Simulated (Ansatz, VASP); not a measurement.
# Cr: VASP beside Ansatz

File INCAR:

```
ALGO = Normal
EDIFF = 1E-6
ENCUT = 520
GGA = PE
ISIF = 2
ISMEAR = 0
ISPIN = 2
IVDW = 12
LASPH = True
LCHARG = False
LMAXMIX = 4
LORBIT = 11
LREAL = False
LWAVE = False
MAGMOM = 3 3 3 3
NBANDS = 36
NELM = 150
PREC = Accurate
SIGMA = 0.1
```

KPOINTS

```
k-points
0
Gamma
  6 6 2
```

File POSCAR:

```
Cr
1.0
    3.2788917273      0.0000000000      0.0000000000
   -1.6394458636      2.8396035321      0.0000000000
    0.0000000000      0.0000000000     10.7271190625
Cr
4
Direct
    0.0000000000      0.0000000000      0.0000000000
    0.3333333333      0.6666666667      0.2500000000
    0.0000000000      0.0000000000      0.5000000000
    0.6666666667      0.3333333333      0.7500000000
```

Input for Ansatz:

```yaml
crystal:
  lattice:
    - [3.2788917273, 0.0, 0.0]
    - [-1.6394458636, 2.8396035321, 0.0]
    - [0.0, 0.0, 10.7271190625]
  atoms:
    - { symbol: Cr, position: [0.0, 0.0, 0.0], spin: 3.0 }
    - { symbol: Cr, position: [0.3333333333, 0.6666666667, 0.25], spin: 3.0 }
    - { symbol: Cr, position: [0.0, 0.0, 0.5], spin: 3.0 }
    - { symbol: Cr, position: [0.6666666667, 0.3333333333, 0.75], spin: 3.0 }
basis:
  ecutwfc: 420
kpoints:
  mp_grid: { grid: [6, 6, 2] }
hamiltonian:
  xc: pbe
  dispersion: d3bj
scf:
  occupations: { method: gaussian, width: 0.1 }
  lower_state_search: "off"
output:
  forces: true
  stress: true
  eigenvalues: true
  populations: true
magnetization:
  spin_polarized: true
```

Alike in both runs: task single point; functional PBE; dispersion D3(BJ); k mesh 6 × 6 × 2; occupations gaussian, width 0.1 eV; collinear spin.

|  | VASP | Ansatz |
| --- | --- | --- |
| version | VASP 6.6.1 | Ansatz 0.2.0 |
| potentials or method | VASP PAW PBE potentials, release 64 (Cr_pv), cutoff 520 eV | scalar-relativistic, plane waves, PAW |
| valence electrons in the cell | 48 | 56 |

Ansatz gave:

| Item | Value |
| --- | --- |
| gap on the k mesh at the Fermi level (eV) | none |
| pressure (GPa) | -12.5 |
| traceless stress, the component that is largest in VASP (GPa) | 0.36 |
| net moment per atom (μB) | 4.44 |
| size of the moment on the site where the two differ most (μB) | 4.14 |

Question: Which values does VASP return?

Answer: gap on the k mesh at the Fermi level (eV): none; pressure (GPa): -12.5; traceless stress, the component that is largest in VASP (GPa): 0.36; net moment per atom (μB): 4.44; size of the moment on the site where the two differ most (μB): 3.90.

Site moments also hang on the region over which each program counts them. A gap of «none» marks a metal or a gap that the smearing closes. VASP's potentials hold 48 valence electrons a cell and Ansatz's 56, so a difference there can come from the potentials and not from the codes.

The k mesh is coarse, so the values compare programs but aren't converged. Noted on VASP's run: too few bands were computed for a metal, which touches its energy and stress.
